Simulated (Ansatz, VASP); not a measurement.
**One calculation of Al6H, two programs**

INCAR

```
PREC = Accurate
ENCUT = 520
EDIFF = 1E-6
ISMEAR = 0
SIGMA = 0.1
LREAL = False
LASPH = True
NELM = 80
ALGO = Normal
ISIF = 2
LWAVE = False
LCHARG = False
LDIPOL = True
IDIPOL = 3
DIPOL = 0.5 0.5 0.295
GGA = PE
NBANDS = 32
```

The input KPOINTS:

```
Automatic mesh
0
Gamma
  5 5 1
```

File POSCAR:

```
Al6H
1.0
    5.7135165837      0.0000000000      0.0000000000
    0.0000000000      5.7135165837      0.0000000000
    0.0000000000      0.0000000000     22.1746954375
Al H
12 2
Direct
    0.2500000000      0.2500000000      0.1803857921
    0.2500000000      0.7500000000      0.1803857921
    0.7500000000      0.2500000000      0.1803857921
    0.7500000000      0.7500000000      0.1803857921
    0.0000000000      0.0000000000      0.2744050924
    0.0000000000      0.5000000000      0.2744050924
    0.5000000000      0.0000000000      0.2744050924
    0.5000000000      0.5000000000      0.2744050924
    0.2500000000      0.2500000000      0.3686497278
    0.2500000000      0.7500000000      0.3686497278
    0.7500000000      0.2500000000      0.3686497278
    0.7500000000      0.7500000000      0.3686497278
    0.0000000000     -0.0656338342      0.4178048562
    0.0000000000      0.0656338342      0.4178048562
```

Input for Ansatz:

```yaml
crystal:
  lattice:
    - [5.7135165837, 0.0, 0.0]
    - [0.0, 5.7135165837, 0.0]
    - [0.0, 0.0, 22.1746954375]
  atoms:
    - { symbol: Al, position: [0.25, 0.25, 0.1803857921] }
    - { symbol: Al, position: [0.25, 0.75, 0.1803857921] }
    - { symbol: Al, position: [0.75, 0.25, 0.1803857921] }
    - { symbol: Al, position: [0.75, 0.75, 0.1803857921] }
    - { symbol: Al, position: [0.0, 0.0, 0.2744050924] }
    - { symbol: Al, position: [0.0, 0.5, 0.2744050924] }
    - { symbol: Al, position: [0.5, 0.0, 0.2744050924] }
    - { symbol: Al, position: [0.5, 0.5, 0.2744050924] }
    - { symbol: Al, position: [0.25, 0.25, 0.3686497278] }
    - { symbol: Al, position: [0.25, 0.75, 0.3686497278] }
    - { symbol: Al, position: [0.75, 0.25, 0.3686497278] }
    - { symbol: Al, position: [0.75, 0.75, 0.3686497278] }
    - { symbol: H, position: [0.0, -0.0656338342, 0.4178048562] }
    - { symbol: H, position: [0.0, 0.0656338342, 0.4178048562] }
basis:
  ecutwfc: 420
kpoints:
  mp_grid: { grid: [5, 5, 1] }
hamiltonian:
  xc: pbe
  pseudopotentials: { kind: paw, azcp: { folder: soft_1 } }
scf:
  occupations: { method: gaussian, width: 0.1 }
output:
  forces: true
  eigenvalues: true
efield:
  axis: 3
  dipole_correction: true
  ramp_width: 0.04
```

Alike in both runs: task single point; functional PBE; k mesh 5 × 5 × 1; occupations gaussian, width 0.1 eV; no spin polarisation.

```csv
,VASP,Ansatz
version,VASP 6.6.1,Ansatz 0.2.0
potentials or method,"VASP PAW PBE potentials, release 64 (Al, H), cutoff 520 eV","scalar-relativistic, plane waves, PAW"
valence electrons in the cell,38,38
```

|  | VASP | Ansatz | Ansatz less VASP |
| --- | --- | --- | --- |
| gap on the k mesh at the Fermi level (eV) | none | none | - |
| rms of the force components (eV/Å) | 0.640 | 0.644 | +0.0034 |

Atom by atom the forces differ by 0.004 eV/Å (rms over components). A gap of «none» marks a metal or a gap that the smearing closes. With one functional, cell and mesh, what is left measures potentials, basis and numerics.
